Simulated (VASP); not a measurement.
The system is Sc.

```
Sc
1.0
     0.00000    2.26000    2.26000
     2.26000    0.00000    2.26000
     2.26000    2.26000    0.00000
Sc
1
Direct
  0.00000 0.00000 0.00000
```

```yaml
Program: VASP 6.6.1
Task: relaxation of cell and atoms
Functional: PBEsol
Potentials_or_basis: VASP PAW PBE potentials, release 64 (Sc_sv)
Cutoff: 600 eV
k_mesh: 10 × 10 × 10
Occupations: fermi-dirac, width 0.05 eV
Spin: no spin polarisation
```

At the start: pressure 1.3 GPa; volume 23.09 Å³/atom.

Question: How do energy, volume and symmetry change on relaxing?

Answer: Over 3 steps the energy falls by 2.2 meV/atom and the volume is 23.63 Å³/atom (+2.4 %); space group Fm-3m (No. 225, to 0.05 Å).

The path:
```tsv
step	energy change (eV)	largest force (eV/Å)	pressure (GPa)	volume (Å³)
1	0.0000	0.0000	1.32	23.09
2	-0.0022	0.0000	-0.22	23.73
3	-0.0022	0.0000	0.00	23.63
```

Final structure:
```
Sc
1.0
     0.00000    2.27768    2.27768
     2.27768    0.00000    2.27768
     2.27768    2.27768    0.00000
Sc
1
Direct
  0.00000 0.00000 0.00000
```

Caveat: the PAW data sets were made with another functional, which shifts forces and pressure a little.
